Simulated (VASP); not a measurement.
# CaSe (F-43m) in VASP: single point with PBE

Aim: the single point of CaSe with PBE.

Program: VASP 6.6.1. These are calculated values, not measurements. Logs are shortened: lines on timing, memory, paths and dates and some standing lists are left out, and cuts for length are marked.

### 1 The cell of the first run

It takes space group F-43m (No. 216, cubic). The conventional cell has a = 6.559 Å, b = 6.559 Å, c = 6.559 Å, α = 90.00°, β = 90.00°, γ = 90.00°. Ca (site symmetry -43m) has 4 Se at 2.84 Å within 3.7 Å. Within 3.7 Å of Se (site symmetry -43m) lie 4 Ca at 2.84 Å.

### 2 Single point, PBE

INCAR

```
SYSTEM = CaSe
ALGO = Normal ; EDIFF = 1E-6
ENCUT = 500 ; GGA = PE
GGA_COMPAT = .FALSE. ; ISIF = 2
ISMEAR = 0 ; ISYM = -1
LASPH = .TRUE. ; LCHARG = .FALSE.
LREAL = .FALSE. ; LWAVE = .FALSE.
NBANDS = 15 ; NELM = 120
PREC = Accurate ; SIGMA = 0.01
```

KPOINTS

```
explicit points
32
Reciprocal
  0.00000000   0.00000000   0.12500000 2
  0.00000000   0.00000000   0.37500000 2
  0.00000000   0.25000000   0.12500000 2
  0.00000000   0.25000000   0.37500000 2
  0.00000000   0.25000000   0.62500000 2
  0.00000000   0.25000000   0.87500000 2
  0.00000000   0.50000000   0.12500000 2
  0.00000000   0.50000000   0.37500000 2
  0.25000000   0.00000000   0.12500000 2
  0.25000000   0.00000000   0.37500000 2
  0.25000000   0.00000000   0.62500000 2
  0.25000000   0.00000000   0.87500000 2
  0.25000000   0.25000000   0.12500000 2
  0.25000000   0.25000000   0.37500000 2
  0.25000000   0.25000000   0.62500000 2
  0.25000000   0.25000000   0.87500000 2
  0.25000000   0.50000000   0.12500000 2
  0.25000000   0.50000000   0.37500000 2
  0.25000000   0.50000000   0.62500000 2
  0.25000000   0.50000000   0.87500000 2
  0.25000000   0.75000000   0.12500000 2
  0.25000000   0.75000000   0.37500000 2
  0.25000000   0.75000000   0.62500000 2
  0.25000000   0.75000000   0.87500000 2
  0.50000000   0.00000000   0.12500000 2
  0.50000000   0.00000000   0.37500000 2
  0.50000000   0.25000000   0.12500000 2
  0.50000000   0.25000000   0.37500000 2
  0.50000000   0.25000000   0.62500000 2
  0.50000000   0.25000000   0.87500000 2
  0.50000000   0.50000000   0.12500000 2
  0.50000000   0.50000000   0.37500000 2
```

POSCAR

```
CaSe
1.0
    0.0000000000      3.2795613661      3.2795613661
    3.2795613661      0.0000000000      3.2795613661
    3.2795613661      3.2795613661      0.0000000000
Ca Se
1 1
Direct
    0.0000000000      0.0000000000      0.0000000000
    0.2500000000      0.2500000000      0.2500000000
```

Potentials or basis: VASP PAW PBE potentials, release 64 (Ca_sv, Se).

Launch:

```sh
cat potpaw_PBE.64/Ca_sv/POTCAR potpaw_PBE.64/Se/POTCAR > POTCAR
mpirun -np 1 vasp_std > vasp.out
```

OUTCAR:

```text
SYSTEM = CaSe
   EDIFF = 1E-6
   ENCUT = 500
   GGA = PE
   ISIF = 2
   ISMEAR = 0
   ISYM = -1
   LASPH = .TRUE.
   LREAL = .FALSE.
   NELM = 120
   PREC = Accurate

 ion  position               nearest neighbor table
   1  0.000  0.000  0.000-   2 2.84   2 2.84   2 2.84   2 2.84
   2  0.250  0.250  0.250-   1 2.84   1 2.84   1 2.84   1 2.84

IMPORTANT INFORMATION: All symmetrisations will be switched off!
NOSYMM: (Re-)initialisation of all symmetry stuff for point group C_1.

----------------------------------------------------------------------------------------

                                     Primitive cell

  volume of cell :      70.5468

  direct lattice vectors                    reciprocal lattice vectors
     0.000000000  3.279561366  3.279561366    -0.152459413  0.152459413  0.152459413
     3.279561366  0.000000000  3.279561366     0.152459413 -0.152459413  0.152459413
     3.279561366  3.279561366  0.000000000     0.152459413  0.152459413 -0.152459413

  length of vectors
     4.638000163  4.638000163  4.638000163     0.264067449  0.264067449  0.264067449

  position of ions in fractional coordinates (direct lattice)
     0.000000000  0.000000000  0.000000000
     0.250000000  0.250000000  0.250000000

  ion indices of the primitive-cell ions
   primitive index   ion index
                 1           1
                 2           2

----------------------------------------------------------------------------------------

 KPOINTS: explicit points

Read explicit list of k-points.

 Found     32 k-points:

 Following reciprocal coordinates:
            Coordinates               Weight
  0.000000  0.000000  0.125000      0.031250
  0.000000  0.000000  0.375000      0.031250
  0.000000  0.250000  0.125000      0.031250
  0.000000  0.250000  0.375000      0.031250
  0.000000  0.250000  0.625000      0.031250
  0.000000  0.250000  0.875000      0.031250
[... 16 lines left out ...]
  0.250000  0.750000  0.625000      0.031250
  0.250000  0.750000  0.875000      0.031250
 [... further k-points ...]
   k-points           NKPTS =     32   k-points in BZ     NKDIM =     32   number of bands    NBANDS=     15
   number of dos      NEDOS =    301   number of ions     NIONS =      2
   total plane-waves  NPLWV =  46656
   dimension x,y,z NGX =    36 NGY =   36 NGZ =   36
   dimension x,y,z NGXF=    72 NGYF=   72 NGZF=   72
   ions per type =               1   1
   NGX,Y,Z   is equivalent  to a cutoff of  12.90, 12.90, 12.90 a.u.
   NGXF,Y,Z  is equivalent  to a cutoff of  25.81, 25.81, 25.81 a.u.
 SYSTEM =  CaSe
   PREC   = accura    normal or accurate (medium, high low for compatibility)
   ISTART =      0    job   : 0-new  1-cont  2-samecut
   ICHARG =      2    charge: 1-file 2-atom 10-const
   ISPIN  =      1    spin polarized calculation?
[... 21 lines left out ...]
   EFERMI_NEDOS =   21; number of points for ismear=-14 and -15
   IALGO  =     38    algorithm
   IMIX   =      4    mixing-type and parameters
     AMIX     =   0.40;   BMIX     =  1.00
     AMIX_MAG =   1.60;   BMIX_MAG =  1.00
  volume/ion in A,a.u.               =      35.27       238.04
  Fermi-wavevector in a.u.,A,eV,Ry     =   0.998364  1.886635 13.561354  0.996731
  Thomas-Fermi vector in A             =   2.130583
   LORBIT       =      0    0 simple, 1 ext, 2 COOP (PROOUT), +10 PAW based schemes
   GGA     = PE    functional components
   LHFCALC =     F    Hartree Fock is set to
   AEXX    =    0.0000 exact exchange contribution
   IVDW    =     0    specifies the selected vdW correction
   LEPSILON=     F    determine dielectric tensor
   LRPA    =     F    only Hartree local field effects (RPA)
 non-spin polarized calculation
 Gauss-broadening in eV      SIGMA  =   0.01
  energy-cutoff  :      500.00
  volume of cell :       70.55
 maximum number of plane-waves:      1805
 NGX is ok and might be reduce to    36
   NGX = 17   NGY = 17   NGZ = 17

 number of electron      16.0000003 magnetization

 Free energy of the ion-electron system (eV)
  ---------------------------------------------------
  ext. energy  EPLUGINS =         0.00000000
  ---------------------------------------------------
  free energy    TOTEN  =        -8.96755404 eV

  energy without entropy =       -8.96755404  energy(sigma->0) =       -8.96755404

 E-fermi :  -0.1512     XC(G=0):  -7.6213

 val. band max:       -0.3069471326   @ k =   0.2500   0.0000   0.6250
 cond. band min:       3.3679058605   @ k =   0.0000   0.0000   0.1250
 fundamental gap:      3.6748529931
 Fermi energy:        -0.1512289765

 k-point     1 :       0.0000    0.0000    0.1250
  band No.  band energies     occupation
      1     -39.3611      2.00000
      2     -20.3851      2.00000
      3     -20.3790      2.00000
      4     -20.3790      2.00000
      5     -10.5938      2.00000
      6      -0.6527      2.00000
      7      -0.3848      2.00000
      8      -0.3848      2.00000
      9       3.3679      0.00000
     10       4.9973      0.00000
     11       4.9973      0.00000
     12       6.8147      0.00000
     13       7.1081      0.00000
     14       7.1081      0.00000
[... 401 lines left out ...]
      2     -20.4161      2.00000
      3     -20.3916      2.00000
      4     -20.3857      2.00000
      5     -10.3611      2.00000
      6      -1.2915      2.00000
      7      -0.6181      2.00000
      8      -0.3280      2.00000
      9       4.1412      0.00000
     10       4.7950      0.00000
     11       5.3530      0.00000
     12       6.1935      0.00000
     13       6.4081      0.00000
     14       6.7002      0.00000
     15       8.4161      0.00000

 [... further k-points ...]

------------------------ aborting loop because EDIFF is reached ----------------------------------------

  FORCE on cell =-STRESS in cart. coord.  units (eV):
  Direction    XX          YY          ZZ          XY          YZ          ZX
  --------------------------------------------------------------------------------------
  -------------------------------------------------------------------------------------
  Total        0.2426287      0.2426288      0.2426276     -0.0026315      0.0026314      0.0026326
  in kB        5.5103035      5.5103046      5.5102776     -0.0597644      0.0597613      0.0597891
  external PRESSURE =       5.5102952 kB  Pullay stress =       0.0000000 kB

 VOLUME and BASIS-vectors are now :
 -----------------------------------------------------------------------------
  energy-cutoff  :      500.00
  volume of cell :       70.55
      direct lattice vectors                 reciprocal lattice vectors
     0.000000000  3.279561366  3.279561366    -0.152459413  0.152459413  0.152459413
     3.279561366  0.000000000  3.279561366     0.152459413 -0.152459413  0.152459413
     3.279561366  3.279561366  0.000000000     0.152459413  0.152459413 -0.152459413

 POSITION                                       TOTAL-FORCE (eV/Angst)
 -----------------------------------------------------------------------------------
      0.00000      0.00000      0.00000         0.001151      0.001151     -0.001151
      1.63978      1.63978      1.63978        -0.001151     -0.001151      0.001151
 -----------------------------------------------------------------------------------
    total drift:                                0.000004      0.000005     -0.000005

  FREE ENERGIE OF THE ION-ELECTRON SYSTEM (eV)
  ---------------------------------------------------
  free  energy   TOTEN  =        -8.9675540413 eV

  energy  without entropy=       -8.9675540413  energy(sigma->0) =       -8.96755404
```

stdout:

```text
POSCAR found type information on POSCAR CaSe
 POSCAR found :  2 types and       2 ions
 scaLAPACK will be used
 LDA part: xc-table for (Slater+PW92), standard interpolation
 POSCAR, INCAR and KPOINTS ok, starting setup
 FFT: planning ... GRIDC
 FFT: planning ... GRID_SOFT
 FFT: planning ... GRID
 WAVECAR not read
 entering main loop
```

Run time: 73 s. Hardware: 1 thread of Intel Xeon 8259CL, shared host; peak memory 0.21 GiB.

What came out:

- Free energy: -8.9676 eV
- Pressure: 0.6 GPa
- Band gap on the k mesh: 3.67 eV (least direct gap 3.71 eV)

Caveat: the structure was generated, so it needn't be the stable form of CaSe; a shifted mesh leaves out Γ, where band edges can lie. A k mesh can miss the band edges.
